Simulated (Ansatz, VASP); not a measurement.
B3P in VASP and in Ansatz

```xyz
4
Lattice="-1.4043 1.4043 4.6530 1.4043 -1.4043 4.6530 1.4043 1.4043 -4.6530" Properties=species:S:1:pos:R:3 pbc="T T T"
B     0.0000    0.0000    4.6530
B     1.4043    0.0000    2.3265
B     0.0000    1.4043    2.3265
P     0.0000    0.0000    0.0000
```

Alike in both runs: functional PBE; k mesh 22 × 22 × 22; occupations gaussian, width 0.1 eV; no spin polarisation.

Ansatz relaxed the structure, and its values are those at the end. VASP's run is a single point on that final structure, the one shown.

|  | VASP | Ansatz |
| --- | --- | --- |
| version | VASP 6.6.1 | Ansatz 0.2.0 |
| potentials or method | VASP PAW PBE potentials, release 64 (B, P), cutoff 520 eV | scalar-relativistic, plane waves, PAW |
| valence electrons in the cell | 14 | 14 |

```tsv
	VASP	Ansatz	Ansatz less VASP
gap on the k mesh at the Fermi level (eV)	none	none	-
pressure (GPa)	-0.2	0.0	+0.16
```

A gap of «none» marks a metal or a gap that the smearing closes. The functional is the same, so the differences come from potentials, cutoffs and numerics.
